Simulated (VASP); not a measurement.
## GeSbTe3: single point with PBE

The system is GeSbTe3.

```
CELL_PARAMETERS angstrom
2.13979 1.23541 10.08855
-2.13979 1.23541 10.08855
0.00000 -2.47081 10.08855
ATOMIC_POSITIONS crystal
Ge 0.59983 0.59983 0.59983
Sb 0.39544 0.39544 0.39544
Te 0.99913 0.99913 0.99913
Te 0.78743 0.78743 0.78743
Te 0.21817 0.21817 0.21817
```

This cell differs from its parent crystal: strain +0.030 along x and y, -0.030 along z.

| Quantity | Value |
| --- | --- |
| Program | VASP 6.6.1 |
| Task | single point |
| Functional | PBE |
| Potentials or basis | VASP PAW PBE potentials, release 64 (Ge_d, Sb, Te) |
| Cutoff | 500 eV |
| k mesh | 12 × 12 × 12 |
| Occupations | gaussian, width 0.15 eV |
| Spin | no spin polarisation |
| Dipole correction | no |
| Further INCAR settings | ALGO = Normal; EDIFF = 1e-06; NBANDS = 26 |

```yaml
Pressure: -1.1 GPa
Largest_force: 0.034 eV/Å
Band_gap_on_the_k_mesh: zero (an odd number of electrons rules out a gap without spin polarisation)
```

Forces on the atoms (eV/Å):
```
Ge   0.000  0.000 -0.014
Sb   0.000  0.000  0.032
Te   0.000  0.000 -0.030
Te   0.000  0.000  0.034
Te   0.000  0.000 -0.021
```

Stress tensor (GPa, compression positive):
```
-1.56  0.00  0.00
 0.00 -1.56  0.00
 0.00  0.00 -0.13
```

Levels at points of the mesh, in eV from the Fermi level:
```
           k point  band 16  band 17  band 18  band 19  band 20  band 21
(0.00, 0.00, 0.00)    -1.10    -0.60    -0.60     0.45     1.09     1.25
(0.50, 0.00, 0.00)    -2.35    -1.69    -0.68    -0.01     1.26     1.85
(0.50, 0.50, 0.00)    -1.33    -1.24    -1.06    -0.47     1.67     1.89
(0.50, 0.50, 0.50)    -0.74    -0.74    -0.63     0.30     1.22     1.49
```

It took 34 min on 1 thread of AMD EPYC 9R45 96-Core Processor (Zen 5), with other jobs on the host, peak memory 1.4 GiB.

Caveat: the cell differs from its parent crystal (strain +0.030 along x and y, -0.030 along z); spin-orbit coupling is left out, which moves the levels of the heavy elements.
